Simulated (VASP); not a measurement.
BaTiO3, 5 atoms in the cell. It takes space group P4/mmm (No. 123, tetragonal). The conventional cell has a = 4.007 Å, b = 4.007 Å, c = 4.047 Å, α = 90.00°, β = 90.00°, γ = 90.00°. Ba (site symmetry 4/mmm) has 12 O at 2.83 to 2.85 Å and 8 Ti at 3.48 Å within 3.7 Å. Ti (site symmetry 4/mmm) has 6 O at 2.00 to 2.02 Å within 2.7 Å. O (site symmetry mmm) has 2 Ti at 2.00 Å within 2.7 Å. O (site symmetry 4/mmm) has 2 Ti at 2.02 Å within 2.7 Å.  This cell differs from its parent crystal: zz strain of +1 %.

| Quantity | Value |
| --- | --- |
| Program | VASP 6.6.1 |
| Task | electric field gradients |
| Functional | PBE |
| Potentials or basis | VASP PAW PBE potentials, release 64 (Ba_sv, Ti_sv, O) |
| Cutoff | 520 eV |
| k mesh | 8 × 8 × 8 |
| Occupations | fermi-dirac, width 0.05 eV |
| Spin | no spin polarisation |
| Dipole correction | no |
| Further INCAR settings | ALGO = Normal; EDIFF = 1e-08; NBANDS = 28 |

Potentials or basis: VASP PAW PBE potentials, release 64 (Ba_sv, Ti_sv, O).

Command:

```console
$ cat potpaw_PBE.64/Ba_sv/POTCAR potpaw_PBE.64/Ti_sv/POTCAR potpaw_PBE.64/O/POTCAR > POTCAR
$ mpirun -np 1 vasp_std > vasp.out
```

Hardware: 1 thread of Intel(R) Xeon(R) Platinum 8375C CPU @ 2.90GHz (Ice Lake), with other jobs on the host.

**Question.** Estimate the wall time of this run.

**Answer.** Run time: 110 s on 1 thread of Intel(R) Xeon(R) Platinum 8375C CPU @ 2.90GHz (Ice Lake), on a shared host, peak memory 0.27 GiB. Counts: scf iterations 20, k points 75.
